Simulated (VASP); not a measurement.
Here is a VASP 6.6.1 calculation.

INCAR

```
SYSTEM = Ta3N
PREC = Accurate
ENCUT = 520
EDIFF = 1E-6
ISMEAR = 0
SIGMA = 0.1
LREAL = .FALSE.
LASPH = .TRUE.
NELM = 150
ALGO = Normal
ISIF = 2
LWAVE = .FALSE.
LCHARG = .FALSE.
ISPIN = 2
MAGMOM = 1 1 1 0
LORBIT = 11
LMAXMIX = 4
GGA = PE
NBANDS = 31
```

Contents of KPOINTS:

```
regular mesh
0
G
  6 6 2
  0 0 0
```

POSCAR

```
Ta3N
1.0
    3.0322239600      0.0000000000      0.0000000000
   -1.5161119800      2.6259829800      0.0000000000
    0.0000000000      0.0000000000      7.5241370200
Ta N
3 1
Direct
    0.0000000000      0.0000000000      0.5000000000
    0.3333333300      0.6666666700      0.1739300000
    0.6666666700      0.3333333300      0.8260700000
    0.0000000000      0.0000000000      0.0000000000
```

Potentials or basis: VASP PAW PBE potentials, release 64 (Ta_pv, N).

Run with:

```console
$ cat potpaw_PBE.64/Ta_pv/POTCAR potpaw_PBE.64/N/POTCAR > POTCAR
$ mpirun -np 1 vasp_std > vasp.out
```

(1) What does it give for the pressure?

(2) What does it give for the band gap on the k mesh?

## Answers

(1) 0.2 GPa.

(2) zero (filled and empty bands overlap).

Caveat: the k points lie up to 0.42 Å⁻¹ apart; spin-orbit coupling is left out, which moves the levels of the heavy elements.
